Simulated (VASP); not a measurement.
# In5Sb2As3 (Pm) in VASP: a series of runs, part 2 of 2

VASP 6.6.1.

**3. Single point, PBE**

This run uses another cell than the first one, of 26.20 Å³/atom.

File INCAR:

```
ALGO = Normal
EDIFF = 1E-6
ENCUT = 520
GGA = PE
ISIF = 2
ISMEAR = 0
LASPH = T
LCHARG = T
LELF = T
LREAL = F
LVHAR = T
LWAVE = F
NBANDS = 56
NELM = 100
PREC = Accurate
SIGMA = 0.1
```

File KPOINTS:

```
k-points
0
Gamma
  4 4 4
```

File POSCAR:

```
In5Sb2As3
1.0
    6.6140635870      0.0000000000     -0.0299630684
    0.0000000000      5.3891924390      0.0000000000
   -0.2984835793      0.0000000000      7.3508567995
In Sb As
5 2 3
Direct
   -0.0360311481      0.0000000000      0.0643906755
    0.3806456302      0.0000000000      0.2320715003
    0.7709025415      0.0000000000      0.4546256255
    0.1751526093      0.0000000000      0.6472405903
    0.5782209091      0.0000000000      0.8452510550
    0.2805604978      0.5000000000      0.4337748035
    0.0894383737      0.5000000000      0.8637188059
    0.8566490528      0.5000000000      0.2858375972
    0.6974603437      0.5000000000      0.5985038200
    0.4570011900      0.5000000000      0.0745855269
```

Potentials or basis: VASP PAW PBE potentials, release 64 (In_d, Sb, As).

Launch:

```console
> cat potpaw_PBE.64/In_d/POTCAR potpaw_PBE.64/Sb/POTCAR potpaw_PBE.64/As/POTCAR > POTCAR
> mpirun -np 1 vasp_std > vasp.out
```

OUTCAR:

```text
EDIFF = 1E-6
   ENCUT = 520
   GGA = PE
   ISIF = 2
   ISMEAR = 0
   LASPH = T
   LREAL = F
   NELM = 100
   PREC = Accurate

 ion  position               nearest neighbor table
   1  0.964  0.000  0.064-   5 2.96   2 2.97   3 3.19   7 3.20   7 3.20   8 3.24   8 3.24   4 3.43

   2  0.381  0.000  0.232-   1 2.97  10 2.99  10 2.99   3 2.99   6 3.16   6 3.16   5 3.18   4 3.40

   3  0.771  0.000  0.455-   9 2.94   9 2.94   4 2.97   2 2.99   8 3.03   8 3.03   1 3.19   5 3.20

   4  0.175  0.000  0.647-   3 2.97   5 2.98   7 3.19   7 3.19   6 3.21   6 3.21   2 3.40   1 3.43

   5  0.578  0.000  0.845-   1 2.96   4 2.98   2 3.18   3 3.20  10 3.30  10 3.30   9 3.36   9 3.36

   6  0.281  0.500  0.434-  10 2.94   8 2.96   9 2.96   2 3.16   2 3.16   4 3.21   4 3.21   7 3.46

   7  0.089  0.500  0.864-  10 2.82   9 3.17   4 3.19   4 3.19   1 3.20   1 3.20   6 3.46
   8  0.857  0.500  0.286-   9 2.57   6 2.96   3 3.03   3 3.03   1 3.24   1 3.24
   9  0.697  0.500  0.599-   8 2.57   3 2.94   3 2.94   6 2.96   7 3.17   5 3.36   5 3.36
  10  0.457  0.500  0.075-   7 2.82   6 2.94   2 2.99   2 2.99   5 3.30   5 3.30

  LATTYP: Found a simple monoclinic cell.
 ALAT       =     6.6141314561
 B/A-ratio  =     0.8147997171
 C/A-ratio  =     1.1123024023
 COS(beta)  =    -0.0450978568

  Lattice vectors:

 A1 = (   6.6140635870,   0.0000000000,  -0.0299630684)
 A2 = (   0.0000000000,   5.3891924390,   0.0000000000)
 A3 = (  -0.2984835793,   0.0000000000,   7.3508567995)

Analysis of symmetry for initial positions (statically):
=====================================================================
 Subroutine PRICEL returns:
 Original cell was already a primitive cell.

 Routine SETGRP: Setting up the symmetry group for a
 simple monoclinic supercell.

 Subroutine GETGRP returns: Found  2 space group operations
 (whereof  2 operations were pure point group operations)
 out of a pool of  4 trial point group operations.

The static configuration has the point symmetry C_1h.

[... 156 lines left out ...]
   IVDW    =     0    specifies the selected vdW correction
   LEPSILON=     F    determine dielectric tensor
   LRPA    =     F    only Hartree local field effects (RPA)
 non-spin polarized calculation
 Gauss-broadening in eV      SIGMA  =   0.10
  energy-cutoff  :      520.00
  volume of cell :      261.97
 maximum number of plane-waves:      7096
 NGX is ok and might be reduce to    50
   NGX = 25   NGY = 21   NGZ = 27

 number of electron      89.9999999 magnetization

 Free energy of the ion-electron system (eV)
  ---------------------------------------------------
  ext. energy  EPLUGINS =         0.00000000
  ---------------------------------------------------
  free energy    TOTEN  =       -34.22059884 eV

  energy without entropy =      -34.20117200  energy(sigma->0) =      -34.21088542

 E-fermi :   6.4271     XC(G=0):  -9.9149

 val. band max:        6.4184083057   @ k =   0.5000   0.5000   0.0000
 cond. band min:       6.4336335498   @ k =   0.0000   0.5000   0.2500
 fundamental gap:      0.0152252441
 Fermi energy:         6.4270535811

 k-point     1 :       0.0000    0.0000    0.0000
  band No.  band energies     occupation
      1      -8.5401      2.00000
      2      -8.3095      2.00000
      3      -8.2374      2.00000
      4      -8.2341      2.00000
      5      -8.2016      2.00000
      6      -8.1911      2.00000
[... 1405 lines left out ...]
     55       9.5910      0.00000
     56       9.6954      0.00000

 [... further k-points ...]

------------------------ aborting loop because EDIFF is reached ----------------------------------------

  FORCE on cell =-STRESS in cart. coord.  units (eV):
  Direction    XX          YY          ZZ          XY          YZ          ZX
  --------------------------------------------------------------------------------------
  -------------------------------------------------------------------------------------
  Total       -0.0180977     -0.0286815     -0.0058469      0.0000000      0.0000000      0.0237255
  in kB       -0.1106840     -0.1754132     -0.0357588      0.0000000      0.0000000      0.1451029
  external PRESSURE =      -0.1072854 kB  Pullay stress =       0.0000000 kB

 VOLUME and BASIS-vectors are now :
 -----------------------------------------------------------------------------
  energy-cutoff  :      520.00
  volume of cell :      261.97
      direct lattice vectors                 reciprocal lattice vectors
     6.614063587  0.000000000 -0.029963068     0.151220800  0.000000000  0.006140363
     0.000000000  5.389192439  0.000000000     0.000000000  0.185556558  0.000000000
    -0.298483579  0.000000000  7.350856799     0.000616396  0.000000000  0.136063593

 POSITION                                       TOTAL-FORCE (eV/Angst)
 -----------------------------------------------------------------------------------
      6.35653      0.00000      0.44444        -0.000845      0.000000     -0.000686
      2.44834      0.00000      1.69452        -0.000302      0.000000     -0.000392
      4.96310      0.00000      3.31879        -0.001217      0.000000     -0.003111
      0.96528      0.00000      4.75252        -0.000666      0.000000      0.000752
      3.57210      0.00000      6.19599        -0.001185      0.000000      0.001646
      1.72617      2.69460      3.18021         0.000716      0.000000     -0.002257
      0.33375      2.69460      6.34639        -0.005295      0.000000     -0.004094
      5.58061      2.69460      2.07548         0.006001      0.000000     -0.020922
      4.43440      2.69460      4.37862        -0.001617      0.000000      0.023575
      3.00037      2.69460      0.53457         0.004409      0.000000      0.005489
 -----------------------------------------------------------------------------------
    total drift:                               -0.000330     -0.000000     -0.000078

  FREE ENERGIE OF THE ION-ELECTRON SYSTEM (eV)
  ---------------------------------------------------
  free  energy   TOTEN  =       -34.2205988446 eV

  energy  without entropy=      -34.2011720043  energy(sigma->0) =      -34.21088542
```

OSZICAR:

```text
N       E                     dE             d eps       ncg     rms          rms(c)
DAV:   1     0.894329784751E+03    0.89433E+03   -0.38204E+04  3360   0.182E+03
DAV:   2     0.891483006585E+02   -0.80518E+03   -0.78692E+03  3368   0.482E+02
DAV:   3    -0.268721705258E+02   -0.11602E+03   -0.11204E+03  3968   0.194E+02
DAV:   4    -0.342012159861E+02   -0.73290E+01   -0.72225E+01  4048   0.472E+01
DAV:   5    -0.344855881654E+02   -0.28437E+00   -0.28408E+00  4656   0.896E+00    0.736E+00
DAV:   6    -0.342288127726E+02    0.25678E+00   -0.69583E-01  4520   0.682E+00    0.402E+00
DAV:   7    -0.342210302289E+02    0.77825E-02   -0.28675E-01  4296   0.434E+00    0.951E-01
DAV:   8    -0.342198812723E+02    0.11490E-02   -0.38254E-02  4360   0.276E+00    0.467E-01
DAV:   9    -0.342203708101E+02   -0.48954E-03   -0.71527E-03  4784   0.755E-01    0.267E-01
DAV:  10    -0.342205823599E+02   -0.21155E-03   -0.10200E-03  4752   0.324E-01    0.931E-02
DAV:  11    -0.342206083771E+02   -0.26017E-04   -0.27874E-04  3888   0.195E-01    0.240E-02
DAV:  12    -0.342205995504E+02    0.88267E-05   -0.44342E-05  4736   0.658E-02    0.161E-02
DAV:  13    -0.342205988446E+02    0.70585E-06   -0.56544E-06  3640   0.204E-02
   1 F= -.34220599E+02 E0= -.34210885E+02  d E =-.194268E-01
```

stdout:

```text
POSCAR found type information on POSCAR InSbAs
 POSCAR found :  3 types and      10 ions
 scaLAPACK will be used
 LDA part: xc-table for (Slater+PW92), standard interpolation
 POSCAR, INCAR and KPOINTS ok, starting setup
 FFT: planning ... GRIDC
 FFT: planning ... GRID_SOFT
 FFT: planning ... GRID
 WAVECAR not read
 entering main loop
```

It took 3.5 min on 1 thread of Intel Xeon 6975P-C (Granite Rapids), shared host; peak memory 0.55 GiB.

Results:

* Free energy: -34.2206 eV
* Pressure: 0.0 GPa
* Largest force: 0.024 eV/Å
* Band gap on the k mesh: zero (bands 45 and 46 overlap by 1.22 eV)

Forces in eV/Å, atoms in the order of the input:
```
In  -0.001  0.000 -0.001
In   0.000  0.000  0.000
In  -0.001  0.000 -0.003
In  -0.001  0.000  0.001
In  -0.001  0.000  0.002
Sb   0.001  0.000 -0.002
Sb  -0.005  0.000 -0.004
As   0.006  0.000 -0.021
As  -0.002  0.000  0.024
As   0.004  0.000  0.005
```

Levels at points of the mesh, in eV from the Fermi level:
```csv
k point,band 42,band 43,band 44,band 45,band 46,band 47,band 48,band 49
"(0.00, 0.00, 0.00)",-1.66,-1.38,-1.13,-0.10,0.55,0.69,0.90,0.98
"(0.50, 0.00, 0.00)",-1.49,-1.36,-1.30,-0.72,-0.43,-0.01,0.48,0.60
"(0.00, 0.50, 0.00)",-0.82,-0.77,-0.11,0.60,1.14,1.52,1.72,2.13
"(0.50, 0.50, 0.00)",-0.13,-0.01,0.10,0.65,0.70,1.04,1.22,1.54
"(0.00, 0.00, 0.50)",-1.19,-0.93,-0.84,-0.81,-0.48,-0.40,0.22,0.86
"(0.50, 0.00, 0.50)",-2.25,-1.92,-1.74,-0.22,0.69,1.11,1.44,1.71
"(0.00, 0.50, 0.50)",-1.50,-1.15,-0.37,-0.21,0.22,0.57,2.37,2.54
"(0.50, 0.50, 0.50)",-1.37,-0.94,-0.75,0.09,0.77,0.90,2.04,2.12
```

Caveat: spin-orbit coupling is left out, which moves the levels of the heavy elements.

The gap in the log of VASP goes by the Fermi energy; the results here count the filled bands.